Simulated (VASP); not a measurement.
NbP, 8 atoms in the cell. Symmetry: Pmm2, No. 25, orthorhombic system. Conventional cell: a = 3.347 Å, b = 3.347 Å, c = 11.928 Å, α = 90.00°, β = 90.00°, γ = 90.00°. Within 3.4 Å of Nb (site symmetry mm2) lie 6 P at 2.54 to 2.55 Å and 8 Nb at 3.31 to 3.35 Å. Within 3.4 Å of Nb (site symmetry mm2) lie 6 P at 2.55 to 2.94 Å and 6 Nb at 3.31 to 3.35 Å. Within 3.4 Å of Nb (site symmetry mm2) lie 6 P at 2.54 to 2.55 Å and 8 Nb at 3.31 to 3.35 Å. Within 3.4 Å of Nb (site symmetry mm2) lie 6 P at 2.54 to 2.55 Å and 6 Nb at 3.31 to 3.35 Å. P (site symmetry mm2) has 6 Nb at 2.54 to 2.55 Å and 8 P at 3.31 to 3.35 Å within 3.4 Å. P (site symmetry mm2) has 6 Nb at 2.54 to 2.55 Å and 6 P at 3.31 to 3.35 Å within 3.4 Å. Within 3.4 Å of P (site symmetry mm2) lie 6 Nb at 2.54 to 2.55 Å and 8 P at 3.31 to 3.35 Å. Within 3.4 Å of P (site symmetry mm2) lie 6 Nb at 2.55 to 2.94 Å and 6 P at 3.31 to 3.35 Å.  This cell differs from its parent crystal: the distance across one plane changed.

- Program: VASP 6.6.1
- Task: single point
- Functional: PBE
- Potentials or basis: VASP PAW PBE potentials, release 64 (Nb_sv, P)
- Cutoff: 520 eV
- k mesh: 14 × 14 × 4
- Occupations: gaussian, width 0.15 eV
- Spin: no spin polarisation
- Dipole correction: no
- Further INCAR settings: ALGO = Fast; EDIFF = 1e-06; NBANDS = 46

Potentials or basis: VASP PAW PBE potentials, release 64 (Nb_sv, P).

Command:

```bash
$ cat potpaw_PBE.64/Nb_sv/POTCAR potpaw_PBE.64/P/POTCAR > POTCAR
$ mpirun -np 1 vasp_std > vasp.out
```

Hardware: 1 thread of Oxide Virtual Turin-like Processor, on a shared host.

Q: How long does it take, and how much memory?

A: Wall time 67 min on 1 thread of Oxide Virtual Turin-like Processor (shared host), peak memory 0.85 GiB. Counts: scf iterations 31, k points 192.
